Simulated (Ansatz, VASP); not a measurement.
# Two plane-wave programs on Tl

```
CELL_PARAMETERS angstrom
3.37830 0.00000 0.00000
-1.68915 2.92569 0.00000
0.00000 0.00000 10.97732
ATOMIC_POSITIONS crystal
Tl 0.00000 0.00000 0.00000
Tl 0.00000 0.00000 0.50000
Tl 0.33333 0.66667 0.25000
Tl 0.66667 0.33333 0.75000
```

Alike in both runs: functional LDA; k mesh 11 × 11 × 3; occupations fermi-dirac, width 0.1 eV; no spin polarisation.

Ansatz relaxed the structure, and its values are those at the end. VASP's run is a single point on that final structure, the one shown.

|  | VASP | Ansatz |
| --- | --- | --- |
| version | VASP 6.6.1 | Ansatz 0.2.0 |
| potentials or method | VASP PAW LDA potentials, release 64 (Tl_d), cutoff 520 eV | plane waves (420 eV) with PAW, scalar-relativistic |
| valence electrons in the cell | 52 | 52 |

|  | VASP | Ansatz | Ansatz less VASP |
| --- | --- | --- | --- |
| pressure (GPa) | 0.1 | 0.0 | -0.07 |

Ansatz warns that its potentials were made for another functional, while VASP's fit it. LDA's correlation is that of Perdew and Zunger in VASP and of Perdew and Wang (1992) in Ansatz.

Spin-orbit coupling is off throughout.
